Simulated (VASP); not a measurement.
Here is a VASP 6.6.1 calculation.

POSCAR

```
Cu
1.0
    2.5340966698      0.0000000000      0.0000000000
   -1.2670483349      2.1945920917      0.0000000000
    0.0000000000      0.0000000000      4.1125710000
Cu
2
Direct
    0.3333333333      0.6666666667      0.2500000000
    0.6666666667      0.3333333333      0.7500000000
```

File INCAR.step1:

```
ALGO = Normal
EDIFF = 1E-4
ENCUT = 520
GGA = PE
ISMEAR = 0
LASPH = T
LCHARG = F
LREAL = F
LWAVE = T
NBANDS = 18
NELM = 60
PREC = Accurate
SIGMA = 0.15
```

The input INCAR.step2:

```
ALGO = Normal
EDIFF = 1E-6
ENCUT = 520
ISIF = 2
ISMEAR = 0
ISTART = 1
LASPH = T
LCHARG = F
LMIXTAU = T
LREAL = F
LWAVE = F
METAGGA = R2SCAN
NBANDS = 18
NELM = 60
PREC = Accurate
SIGMA = 0.15
```

KPOINTS

```
k-points
0
Gamma
  24 24 14
```

Potentials or basis: VASP PAW PBE potentials, release 64 (Cu).

Run with:

```bash
$ cat potpaw_PBE.64/Cu/POTCAR > POTCAR
$ cp INCAR.step1 INCAR
$ mpirun -np 1 vasp_std > vasp.out
$ cp INCAR.step2 INCAR
$ mpirun -np 1 vasp_std > vasp.out
```

(1) Estimate the band gap on the k mesh.

(2) What does it give for the pressure?

## Answers

(1) zero (bands 11 and 12 overlap by 6.36 eV).

(2) 1.0 GPa.

Caveat: the PAW data sets were made with another functional, which shifts forces and pressure a little.
